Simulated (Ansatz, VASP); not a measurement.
**Two plane-wave programs on TaN**

The input INCAR:

```
  ALGO = Normal
  EDIFF = 1E-6
  ENCUT = 520
  GGA = PE
  ISIF = 2
  ISMEAR = 0
  LASPH = True
  LCHARG = False
  LREAL = False
  LWAVE = False
  NBANDS = 15
  NELM = 80
  PREC = Accurate
  SIGMA = 0.15
```

KPOINTS

```
k-points
0
Gamma
  18 18 18
```

File POSCAR:

```
TaN
1.0
    0.0000000000      2.2081122569      2.2081122569
    2.2081122569      0.0000000000      2.2081122569
    2.2081122569      2.2081122569      0.0000000000
Ta N
1 1
Direct
    0.5000000000      0.5063347377      0.5000000000
    0.0000000000     -0.0818346076      0.0000000000
```

Input for Ansatz:

```yaml
crystal:
  lattice:
    - [0.0, 2.2081122569, 2.2081122569]
    - [2.2081122569, 0.0, 2.2081122569]
    - [2.2081122569, 2.2081122569, 0.0]
  atoms:
    - { symbol: Ta, position: [0.5, 0.5063347377, 0.5] }
    - { symbol: "N", position: [0.0, -0.0818346076, 0.0] }
basis:
  ecutwfc: 520.0
kpoints:
  mp_grid: { grid: [18, 18, 18] }
hamiltonian:
  xc: pbe
  pseudopotentials: { kind: paw, azcp: { folder: soft_1 } }
scf:
  occupations: { method: gaussian, width: 0.15 }
output:
  forces: true
  stress: true
  eigenvalues: true
```

Change from the starting cell: mode 4 frozen in at -0.181 Å and mode 6 at -0.181 Å (largest displacements).

Alike in both runs: task single point; functional PBE; k mesh 18 × 18 × 18; occupations gaussian, width 0.15 eV; no spin polarisation.

|  | VASP | Ansatz |
| --- | --- | --- |
| version | VASP 6.6.1 | Ansatz 0.2.0 |
| potentials or method | VASP PAW PBE potentials, release 64 (Ta_pv, N), cutoff 520 eV | scalar-relativistic, plane waves, PAW |
| valence electrons in the cell | 16 | 18 |

```tsv
	VASP	Ansatz	Ansatz less VASP
gap on the k mesh at the Fermi level (eV)	none	none	-
pressure (GPa)	13.1	12.0	-1.09
traceless stress, the component that is largest in VASP (GPa)	-11.71	-11.48	+0.224
rms of the force components (eV/Å)	1.514	1.497	-0.0167
```

Atom by atom the forces differ by 0.017 eV/Å (rms over components). A gap of «none» marks a metal or a gap that the smearing closes. VASP's potentials hold 16 valence electrons a cell and Ansatz's 18, so a difference there can come from the potentials and not from the codes.

Spin-orbit coupling is off throughout.
